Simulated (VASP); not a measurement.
# HfB2 (P6/mmm) in VASP: further runs, part 2 of 2

VASP 6.6.1.

### 3 Single point, PBEsol

The input, INCAR:

```
  PREC = Accurate
  ENCUT = 520
  EDIFF = 1E-6
  ISMEAR = -1
  SIGMA = 0.05
  LREAL = F
  LASPH = T
  NELM = 80
  ALGO = Normal
  ISIF = 2
  LWAVE = F
  LCHARG = F
  GGA = PS
  NBANDS = 15
```

The input, KPOINTS:

```
Automatic mesh
0
Gamma
  10 10 8
```

The input, POSCAR:

```
HfB2
1.0
    3.1400000000      0.0000000000      0.0000000000
   -1.5700000000      2.7193197679      0.0000000000
    0.0000000000      0.0000000000      3.4800000000
Hf B
1 2
Direct
    0.0000000000      0.0000000000      0.0000000000
    0.6666666667      0.3333333333      0.5000000000
    0.3333333333      0.6666666667      0.5000000000
```

Potentials or basis: VASP PAW PBE potentials, release 64 (Hf_pv, B).

Command:

```bash
cat potpaw_PBE.64/Hf_pv/POTCAR potpaw_PBE.64/B/POTCAR > POTCAR
mpirun -np 1 vasp_std > vasp.out
```

OUTCAR:

```text
PREC = Accurate
   ENCUT = 520
   EDIFF = 1E-6
   ISMEAR = -1
   LREAL = F
   LASPH = T
   NELM = 80
   ISIF = 2
   GGA = PS

 ion  position               nearest neighbor table
   1  0.000  0.000  0.000-   2 2.51   3 2.51   2 2.51   3 2.51   2 2.51   2 2.51   3 2.51   3 2.51
                             2 2.51   2 2.51   3 2.51   3 2.51
   2  0.667  0.333  0.500-   3 1.81   3 1.81   3 1.81   1 2.51   1 2.51   1 2.51   1 2.51   1 2.51
                             1 2.51
   3  0.333  0.667  0.500-   2 1.81   2 1.81   2 1.81   1 2.51   1 2.51   1 2.51   1 2.51   1 2.51
                             1 2.51

  LATTYP: Found a hexagonal cell.
 ALAT       =     3.1400000000
 C/A-ratio  =     1.1082802548

  Lattice vectors:

 A1 = (   3.1400000000,   0.0000000000,   0.0000000000)
 A2 = (  -1.5700000000,   2.7193197679,   0.0000000000)
 A3 = (   0.0000000000,   0.0000000000,   3.4800000000)

Analysis of symmetry for initial positions (statically):
=====================================================================
 Subroutine PRICEL returns:
 Original cell was already a primitive cell.

 Routine SETGRP: Setting up the symmetry group for a
 hexagonal supercell.

 Subroutine GETGRP returns: Found 24 space group operations
 (whereof 24 operations were pure point group operations)
 out of a pool of 24 trial point group operations.

The static configuration has the point symmetry D_6h.

Analysis of symmetry for dynamics (positions and initial velocities):
=====================================================================
 Subroutine PRICEL returns:
 Original cell was already a primitive cell.

 Routine SETGRP: Setting up the symmetry group for a
 hexagonal supercell.

 Subroutine GETGRP returns: Found 24 space group operations
 (whereof 24 operations were pure point group operations)
 out of a pool of 24 trial point group operations.

The dynamic configuration has the point symmetry D_6h.

 Subroutine INISYM returns: Found 24 space group operations
 (whereof 24 operations are pure point group operations),
 and found     1 'primitive' translations

[... 124 lines left out ...]
   IVDW    =     0    specifies the selected vdW correction
   LEPSILON=     F    determine dielectric tensor
   LRPA    =     F    only Hartree local field effects (RPA)
 non-spin polarized calculation
  energy-cutoff  :      520.00
  volume of cell :       29.71
 maximum number of plane-waves:       816
 NGX is ok and might be reduce to    24
   NGX = 11   NGY = 11   NGZ = 13

 number of electron      15.9999998 magnetization

 Free energy of the ion-electron system (eV)
  ---------------------------------------------------
  ext. energy  EPLUGINS =         0.00000000
  ---------------------------------------------------
  free energy    TOTEN  =       -27.85684142 eV

  energy without entropy =      -27.85426286  energy(sigma->0) =      -27.85555214

 E-fermi :   7.4265     XC(G=0): -12.6816

 val. band max:        7.3626378018   @ k =   0.2000   0.2000   0.1250
 cond. band min:       7.6697174959   @ k =   0.1000   0.1000   0.2500
 fundamental gap:      0.3070796941
 Fermi energy:         7.4264880635

 k-point     1 :       0.0000    0.0000    0.0000
  band No.  band energies     occupation
      1     -23.0255      2.00000
      2     -22.5257      2.00000
      3     -22.5257      2.00000
      4      -6.1708      2.00000
      5       4.5078      2.00000
      6       4.6644      2.00000
      7       4.6644      2.00000
      8       4.8020      2.00000
      9      11.5425      0.00000
     10      11.5425      0.00000
     11      12.2119      0.00000
     12      12.2119      0.00000
     13      12.5534      0.00000
     14      12.5534      0.00000
[... 401 lines left out ...]
      2     -22.9263      2.00000
      3     -22.7427      2.00000
      4      -2.3737      2.00000
      5      -1.0030      2.00000
      6       2.9175      2.00000
      7       3.7905      2.00000
      8       5.3157      2.00000
      9       8.7064      0.00000
     10      11.6698      0.00000
     11      11.7527      0.00000
     12      13.8230      0.00000
     13      15.0558      0.00000
     14      15.9993      0.00000
     15      18.3888      0.00000

 [... further k-points ...]
[... 5 lines left out ...]
  --------------------------------------------------------------------------------------
  -------------------------------------------------------------------------------------
  Total       -0.7836097     -0.7836097     -0.9065280      0.0000000      0.0000000     -0.0000000
  in kB      -42.2514094    -42.2514094    -48.8790343      0.0000000      0.0000000     -0.0000000
  external PRESSURE =     -44.4606177 kB  Pullay stress =       0.0000000 kB

 VOLUME and BASIS-vectors are now :
 -----------------------------------------------------------------------------
  energy-cutoff  :      520.00
  volume of cell :       29.71
      direct lattice vectors                 reciprocal lattice vectors
     3.140000000  0.000000000  0.000000000     0.318471338  0.183869512  0.000000000
    -1.570000000  2.719319768  0.000000000     0.000000000  0.367739025  0.000000000
     0.000000000  0.000000000  3.480000000     0.000000000  0.000000000  0.287356322

 POSITION                                       TOTAL-FORCE (eV/Angst)
 -----------------------------------------------------------------------------------
      0.00000      0.00000      0.00000         0.000000      0.000000      0.000000
      1.57000      0.90644      1.74000        -0.000000      0.000000     -0.000000
     -0.00000      1.81288      1.74000         0.000000     -0.000000      0.000000
 -----------------------------------------------------------------------------------
    total drift:                               -0.000000      0.000000      0.000000

  FREE ENERGIE OF THE ION-ELECTRON SYSTEM (eV)
  ---------------------------------------------------
  free  energy   TOTEN  =       -27.8568414153 eV

  energy  without entropy=      -27.8542628629  energy(sigma->0) =      -27.85555214
```

OSZICAR:

```text
N       E                     dE             d eps       ncg     rms          rms(c)
DAV:   1     0.279022258567E+02    0.27902E+02   -0.81715E+03  2100   0.102E+03
DAV:   2    -0.284930305874E+02   -0.56395E+02   -0.52918E+02  2817   0.222E+02
DAV:   3    -0.300575561337E+02   -0.15645E+01   -0.15572E+01  2737   0.270E+01
DAV:   4    -0.300639506072E+02   -0.63945E-02   -0.63935E-02  2534   0.212E+00
DAV:   5    -0.300639876848E+02   -0.37078E-04   -0.37078E-04  2688   0.144E-01    0.534E+01
DAV:   6    -0.279742701564E+02    0.20897E+01   -0.25135E+00  2513   0.115E+01    0.388E+01
DAV:   7    -0.279260098082E+02    0.48260E-01   -0.91295E-01  2632   0.697E+00    0.109E+01
DAV:   8    -0.278609945357E+02    0.65015E-01   -0.23979E-01  2429   0.370E+00    0.159E+00
DAV:   9    -0.278570285437E+02    0.39660E-02   -0.19308E-02  2436   0.111E+00    0.402E-01
DAV:  10    -0.278568377917E+02    0.19075E-03   -0.76858E-04  2604   0.230E-01    0.245E-01
DAV:  11    -0.278568438645E+02   -0.60728E-05   -0.58247E-05  2625   0.562E-02    0.112E-01
DAV:  12    -0.278568413621E+02    0.25024E-05   -0.39591E-06  2478   0.149E-02    0.973E-03
DAV:  13    -0.278568414153E+02   -0.53121E-07   -0.20167E-07  1176   0.371E-03
   1 F= -.27856841E+02 E0= -.27855552E+02  d E =-.257855E-02
```

It took 12 s on 1 thread of Intel Xeon 6975P-C (Granite Rapids), shared host; peak memory 0.16 GiB.

Results:

```yaml
Free_energy: -27.8568 eV
Pressure: -4.4 GPa
Band_gap_on_the_k_mesh: zero (band 8 reaches 8.11 eV, above the bottom of band 9 at 7.30 eV)
```

Stress tensor (GPa, compression positive):
```
-4.23  0.00  0.00
 0.00 -4.23  0.00
 0.00  0.00 -4.89
```

Levels at points of the mesh, in eV from the Fermi level:
```csv
k point,band 4,band 5,band 6,band 7,band 8,band 9,band 10,band 11,band 12,band 13
"(0.00, 0.00, 0.00)",-13.60,-2.92,-2.76,-2.76,-2.62,4.12,4.12,4.79,4.79,5.13
"(0.50, 0.00, 0.00)",-9.64,-8.87,-4.01,-3.28,-2.77,2.26,2.82,5.70,5.84,6.43
"(0.00, 0.00, 0.50)",-11.16,-8.26,-1.03,-1.03,0.42,0.42,1.09,1.09,2.33,5.24
"(0.50, 0.00, 0.50)",-10.18,-7.34,-4.83,-4.60,-2.52,4.15,4.24,6.37,7.33,7.48
```

Caveat: the PAW data sets were made with another functional, which shifts forces and pressure a little; spin-orbit coupling is left out, which moves the levels of the heavy elements.

### 4 Single point, LDA (volume scaled by 0.94)

The input, INCAR:

```
PREC = Accurate ; ENCUT = 520
EDIFF = 1E-6 ; ISMEAR = -1
SIGMA = 0.05 ; LREAL = F
LASPH = T ; NELM = 80
ALGO = Normal ; ISIF = 2
LWAVE = F ; LCHARG = T
GGA = CA ; LELF = T
LVHAR = T ; NBANDS = 15
```

KPOINTS is that of step 3.

The input, POSCAR:

```
HfB2
1.0
    3.0759003814      0.0000000000      0.0000000000
   -1.5379501907      2.6638078698      0.0000000000
    0.0000000000      0.0000000000      3.4089596583
Hf B
1 2
Direct
    0.0000000000      0.0000000000      0.0000000000
    0.6666666667      0.3333333333      0.5000000000
    0.3333333333      0.6666666667      0.5000000000
```

Potentials or basis: VASP PAW LDA potentials, release 64 (Hf_pv, B).

Command:

```bash
cat potpaw_LDA.64/Hf_pv/POTCAR potpaw_LDA.64/B/POTCAR > POTCAR
mpirun -np 1 vasp_std > vasp.out
```

OUTCAR:

```text
PREC = Accurate
   ENCUT = 520
   EDIFF = 1E-6
   ISMEAR = -1
   LREAL = F
   LASPH = T
   NELM = 80
   ISIF = 2
   GGA = CA

 ion  position               nearest neighbor table
   1  0.000  0.000  0.000-   2 2.46   3 2.46   2 2.46   3 2.46   3 2.46   3 2.46   2 2.46   2 2.46
                             2 2.46   2 2.46   3 2.46   3 2.46
   2  0.667  0.333  0.500-   3 1.78   3 1.78   3 1.78   1 2.46   1 2.46   1 2.46   1 2.46   1 2.46
                             1 2.46
   3  0.333  0.667  0.500-   2 1.78   2 1.78   2 1.78   1 2.46   1 2.46   1 2.46   1 2.46   1 2.46
                             1 2.46

  LATTYP: Found a hexagonal cell.
 ALAT       =     3.0759003814
 C/A-ratio  =     1.1082802548

  Lattice vectors:

 A1 = (   3.0759003814,   0.0000000000,   0.0000000000)
 A2 = (  -1.5379501907,   2.6638078698,   0.0000000000)
 A3 = (   0.0000000000,   0.0000000000,   3.4089596583)

Analysis of symmetry for initial positions (statically):
=====================================================================
 Subroutine PRICEL returns:
 Original cell was already a primitive cell.

 Routine SETGRP: Setting up the symmetry group for a
 hexagonal supercell.

 Subroutine GETGRP returns: Found 24 space group operations
[... 178 lines left out ...]
      3     -21.5429      2.00000
      4      -5.7397      2.00000
      5       4.9977      2.00000
      6       5.1502      2.00000
      7       5.1502      2.00000
      8       5.5074      2.00000
      9      12.4215      0.00000
     10      12.4215      0.00000
     11      13.0970      0.00000
     12      13.0970      0.00000
     13      13.4786      0.00000
     14      13.4786      0.00000
[... 401 lines left out ...]
      2     -22.0095      2.00000
      3     -21.8137      2.00000
      4      -1.8410      2.00000
      5      -0.4288      2.00000
      6       3.4379      2.00000
      7       4.3025      2.00000
      8       5.8110      2.00000
      9       9.4220      0.00000
     10      12.5887      0.00000
     11      12.6959      0.00000
     12      14.8535      0.00000
     13      16.3281      0.00000
     14      17.3452      0.00000
     15      19.7132      0.00000

 [... further k-points ...]
[... 5 lines left out ...]
  --------------------------------------------------------------------------------------
  -------------------------------------------------------------------------------------
  Total        1.3170589      1.3170589      1.0770922     -0.0000000     -0.0000000     -0.0000000
  in kB       75.5472689     75.5472689     61.7826386     -0.0000000     -0.0000000     -0.0000000
  external PRESSURE =      70.9590588 kB  Pullay stress =       0.0000000 kB

 VOLUME and BASIS-vectors are now :
 -----------------------------------------------------------------------------
  energy-cutoff  :      520.00
  volume of cell :       27.93
      direct lattice vectors                 reciprocal lattice vectors
     3.075900381  0.000000000  0.000000000     0.325108058  0.187701225  0.000000000
    -1.537950191  2.663807870  0.000000000     0.000000000  0.375402450  0.000000000
     0.000000000  0.000000000  3.408959658     0.000000000  0.000000000  0.293344627

 POSITION                                       TOTAL-FORCE (eV/Angst)
 -----------------------------------------------------------------------------------
      0.00000      0.00000      0.00000        -0.000000      0.000000      0.000000
      1.53795      0.88794      1.70448         0.000000      0.000000      0.000000
     -0.00000      1.77587      1.70448        -0.000000     -0.000000      0.000000
 -----------------------------------------------------------------------------------
    total drift:                               -0.000000      0.000000      0.000000

  FREE ENERGIE OF THE ION-ELECTRON SYSTEM (eV)
  ---------------------------------------------------
  free  energy   TOTEN  =       -28.9367783201 eV

  energy  without entropy=      -28.9342716555  energy(sigma->0) =      -28.93552499
```

OSZICAR:

```text
N       E                     dE             d eps       ncg     rms          rms(c)
DAV:   1     0.273121843592E+02    0.27312E+02   -0.80701E+03  2100   0.102E+03
DAV:   2    -0.299662762883E+02   -0.57278E+02   -0.53329E+02  2780   0.221E+02
DAV:   3    -0.315105894621E+02   -0.15443E+01   -0.15362E+01  2737   0.270E+01
DAV:   4    -0.315163578753E+02   -0.57684E-02   -0.57673E-02  2506   0.202E+00
DAV:   5    -0.315163884463E+02   -0.30571E-04   -0.30571E-04  2737   0.130E-01    0.589E+01
DAV:   6    -0.290708603723E+02    0.24455E+01   -0.29429E+00  2506   0.128E+01    0.429E+01
DAV:   7    -0.290143619580E+02    0.56498E-01   -0.99613E-01  2667   0.734E+00    0.122E+01
DAV:   8    -0.289413240473E+02    0.73038E-01   -0.26268E-01  2443   0.399E+00    0.173E+00
DAV:   9    -0.289369935537E+02    0.43305E-02   -0.21048E-02  2443   0.117E+00    0.465E-01
DAV:  10    -0.289367752793E+02    0.21827E-03   -0.80908E-04  2639   0.244E-01    0.248E-01
DAV:  11    -0.289367800326E+02   -0.47532E-05   -0.53063E-05  2541   0.536E-02    0.907E-02
DAV:  12    -0.289367783251E+02    0.17075E-05   -0.30534E-06  2478   0.128E-02    0.102E-02
DAV:  13    -0.289367783201E+02    0.50341E-08   -0.18530E-07  1330   0.351E-03
   1 F= -.28936778E+02 E0= -.28935525E+02  d E =-.250666E-02
```

Run time: 16 s. Hardware: 1 thread of Intel Xeon Platinum 8375C at 2.90GHz (Ice Lake), shared host; peak memory 0.15 GiB.

What came out:

```yaml
Free_energy: -28.9368 eV
Pressure: 7.1 GPa
Band_gap_on_the_k_mesh: zero (band 8 reaches 8.76 eV, above the bottom of band 9 at 7.88 eV)
```

Levels at points of the mesh, in eV from the Fermi level:
```csv
k point,band 6,band 7,band 8,band 9,band 10,band 11
"(0.00, 0.00, 0.00)",-2.87,-2.87,-2.52,4.40,4.40,5.07
"(0.50, 0.00, 0.00)",-4.20,-3.31,-2.91,2.44,3.00,6.18
"(0.00, 0.00, 0.50)",-1.04,-1.04,0.45,0.45,1.14,1.14
"(0.50, 0.00, 0.50)",-5.03,-4.76,-2.28,4.58,4.65,6.82
```

Caveat: spin-orbit coupling is left out, which moves the levels of the heavy elements.

### 5 Single point, LDA (volume scaled by 0.96)

The input, INCAR:

```
ALGO = Normal ; EDIFF = 1E-6
ENCUT = 520 ; ISIF = 2
ISMEAR = -1 ; LASPH = T
LCHARG = F ; LREAL = F
LWAVE = F ; NBANDS = 15
NELM = 60 ; PREC = Accurate
SIGMA = 0.05
```

The input, KPOINTS:

```
k-points
0
Gamma
  10 10 8
```

The input, POSCAR:

```
HfB2
1.0
    3.0975623654      0.0000000000      0.0000000000
   -1.5487811827      2.6825676982      0.0000000000
    0.0000000000      0.0000000000      3.4329672075
Hf B
1 2
Direct
    0.0000000000      0.0000000000      0.0000000000
    0.6666666667      0.3333333333      0.5000000000
    0.3333333333      0.6666666667      0.5000000000
```

Command:

```bash
cat potpaw_LDA.64/Hf_pv/POTCAR potpaw_LDA.64/B/POTCAR > POTCAR
mpirun -np 1 vasp_std > vasp.out
```

It took 15 s on 1 thread of Intel Xeon Platinum 8375C at 2.90GHz (Ice Lake), shared host; peak memory 0.15 GiB.

The run converged. Its results:

- Free energy: -28.9517 eV
- Pressure: 0.9 GPa
- Band gap on the k mesh: zero (band 8 reaches 8.58 eV, above the bottom of band 9 at 7.72 eV)

Stress tensor (GPa, compression positive):
```
1.18 0.00 0.00
0.00 1.18 0.00
0.00 0.00 0.39
```

Levels at points of the mesh, in eV from the Fermi level:
```tsv
k point	band 5	band 6	band 7	band 8	band 9	band 10	band 11	band 12
(0.00, 0.00, 0.00)	-2.98	-2.84	-2.84	-2.54	4.28	4.28	4.95	4.95
(0.50, 0.00, 0.00)	-8.73	-4.13	-3.29	-2.85	2.38	2.93	6.01	6.07
(0.00, 0.00, 0.50)	-8.31	-1.04	-1.04	0.44	0.44	1.12	1.12	2.40
(0.50, 0.00, 0.50)	-7.27	-4.95	-4.69	-2.33	4.44	4.52	6.64	7.71
```

Caveat: spin-orbit coupling is left out, which moves the levels of the heavy elements.

### 6 Single point, LDA (volume scaled by 0.98)

The input, INCAR:

```
SYSTEM = HfB2
PREC = Accurate
ENCUT = 520
EDIFF = 1E-7
ISMEAR = -1
SIGMA = 0.05
LREAL = .False.
LASPH = .True.
NELM = 100
ALGO = Normal
ISIF = 2
LWAVE = .False.
LCHARG = .False.
GGA = CA
NBANDS = 15
```

The input, KPOINTS:

```
regular mesh
0
Gamma
  10 10 8
  0 0 0
```

The input, POSCAR:

```
HfB2
1.0
    3.1189255395      0.0000000000      0.0000000000
   -1.5594627698      2.7010687497      0.0000000000
    0.0000000000      0.0000000000      3.4566435916
Hf B
1 2
Direct
    0.0000000000      0.0000000000      0.0000000000
    0.6666666667      0.3333333333      0.5000000000
    0.3333333333      0.6666666667      0.5000000000
```

Potentials or basis: VASP PAW LDA potentials, release 64 (Hf_pv, B).

Command:

```bash
cat potpaw_LDA.64/Hf_pv/POTCAR potpaw_LDA.64/B/POTCAR > POTCAR
mpirun -np 1 vasp_std > vasp.out
```

Run time: 15 s. Hardware: 1 thread of Intel Xeon Platinum 8375C at 2.90GHz (Ice Lake), shared host; peak memory 0.15 GiB.

It converged, with:

```
Free energy            : -28.9449 eV
Pressure               : -4.7 GPa
Band gap on the k mesh : zero (band 8 reaches 8.39 eV, above the bottom of band 9 at 7.56 eV)
```

Stress tensor (GPa, compression positive):
```
-4.58  0.00  0.00
 0.00 -4.58  0.00
 0.00  0.00 -4.81
```

Levels at points of the mesh, in eV from the Fermi level:
```tsv
k point	band 4	band 5	band 6	band 7	band 8	band 9	band 10	band 11	band 12	band 13
(0.00, 0.00, 0.00)	-13.55	-2.93	-2.80	-2.80	-2.55	4.17	4.17	4.83	4.83	5.26
(0.50, 0.00, 0.00)	-9.63	-8.72	-4.06	-3.27	-2.80	2.33	2.85	5.84	5.92	6.68
(0.00, 0.00, 0.50)	-11.00	-8.24	-1.04	-1.04	0.43	0.43	1.09	1.09	2.34	5.29
(0.50, 0.00, 0.50)	-10.15	-7.25	-4.88	-4.63	-2.38	4.32	4.39	6.46	7.49	7.58
```

Caveat: spin-orbit coupling is left out, which moves the levels of the heavy elements.

### 7 The runs side by side

| level | potentials or basis | cell | gap on the mesh (eV) | pressure (GPa) |
| --- | --- | --- | --- | --- |
| PBEsol | VASP PAW PBE potentials, release 64 (Hf_pv, B) | a = 3.140, b = 3.140, c = 3.480 Å, angles 90.0, 90.0, 120.0°, 3 atoms | none | -4.4 |
| LDA | VASP PAW LDA potentials, release 64 (Hf_pv, B) | a = 3.076, b = 3.076, c = 3.409 Å, angles 90.0, 90.0, 120.0°, 3 atoms | none | 7.1 |
| LDA | VASP PAW LDA potentials, release 64 (Hf_pv, B) | a = 3.098, b = 3.098, c = 3.433 Å, angles 90.0, 90.0, 120.0°, 3 atoms | none | 0.9 |
| LDA | VASP PAW LDA potentials, release 64 (Hf_pv, B) | a = 3.119, b = 3.119, c = 3.457 Å, angles 90.0, 90.0, 120.0°, 3 atoms | none | -4.7 |

Alike in all rows: task single point; no spin polarisation; k mesh 10 × 10 × 8; cutoff (eV) 520; smearing fermi-dirac 0.05 eV.

Caveats: spin-orbit coupling is left out, which moves the levels of the heavy elements; the PAW data sets were made with another functional, which shifts forces and pressure a little (some runs).

Total energies depend on the potentials used, so only differences within one code and one set of settings carry meaning.
